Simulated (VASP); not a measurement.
A run of VASP 6.6.1:

Contents of INCAR:

```
  PREC = Accurate
  ENCUT = 520
  EDIFF = 1E-7
  ISMEAR = 0
  SIGMA = 0.15
  LREAL = F
  LASPH = T
  NELM = 100
  ALGO = Fast
  ISIF = 2
  LWAVE = F
  LCHARG = F
  GGA = PS
  NBANDS = 46
```

Contents of KPOINTS:

```
regular mesh
0
Gamma
  8 8 8
```

POSCAR

```
Al2Cu
1.0
    0.0000000000      0.0000000000      5.7260273110
   -4.0492631027      4.0492631027      0.0000000000
   -4.0492631027     -4.0492631027      0.0000000000
Al Cu
8 4
Direct
    0.2500000000      0.7500000000      0.2500000000
    0.7500000000      0.2500000000      0.2500000000
    0.2500000000      0.2500000000      0.7500000000
    0.7500000000      0.7500000000      0.7500000000
    0.2500000000      0.2500000000      0.2500000000
    0.7500000000      0.7500000000      0.2500000000
    0.2500000000      0.7500000000      0.7500000000
    0.7500000000      0.2500000000      0.7500000000
    0.0419138762      0.5000000000      0.0000000000
    0.5000000000      0.0000000000      0.0000000000
    0.0000000000      0.0000000000      0.5000000000
    0.5000000000      0.5000000000      0.5000000000
```

Potentials or basis: VASP PAW PBE potentials, release 64 (Al, Cu).

The run is started by

```bash
$ cat potpaw_PBE.64/Al/POTCAR potpaw_PBE.64/Cu/POTCAR > POTCAR
$ mpirun -np 1 vasp_std > vasp.out
```

Hardware: 1 thread of Oxide Virtual Turin-like Processor, with other jobs on the host.

Question: Estimate the wall time of this run.

Answer: It took 25 min on 1 thread of Oxide Virtual Turin-like Processor, on a shared host, peak memory 0.61 GiB. Counts: scf iterations 21, k points 75.
